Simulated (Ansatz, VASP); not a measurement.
One calculation of Hf4N2O, two programs

```
Hf N O
1.0
     1.62553    0.93850   10.36131
    -1.62553    0.93850   10.36131
     0.00000   -1.87699   10.36131
Hf N O
4 2 1
Direct
  0.87507 0.87507 0.87507
  0.12493 0.12493 0.12493
  0.71237 0.71237 0.71237
  0.28763 0.28763 0.28763
  0.58317 0.58317 0.58317
  0.41683 0.41683 0.41683
  0.00000 0.00000 0.00000
```

Alike in both runs: functional PBE; k mesh 12 × 12 × 12; occupations gaussian, width 0.1 eV; no spin polarisation.

Ansatz relaxed the structure, and its values are those at the end. VASP's run is a single point on that final structure, the one shown.

```csv
,VASP,Ansatz
version,VASP 6.6.1,Ansatz 0.2.0
potentials or method,"VASP PAW PBE potentials, release 64 (Hf_pv, N, O), cutoff 520 eV","scalar-relativistic, plane waves, PAW"
valence electrons in the cell,56,120
```

```csv
,VASP,Ansatz,Ansatz less VASP
gap on the k mesh at the Fermi level (eV),none,none,-
pressure (GPa),-1.8,0.0,+1.87
rms of the force components (eV/Å),0.033,0.001,-0.0318
```

A gap of «none» marks a metal or a gap that the smearing closes. VASP's potentials hold 56 valence electrons a cell and Ansatz's 120, so a difference there can come from the potentials and not from the codes.

Spin-orbit coupling is off throughout.
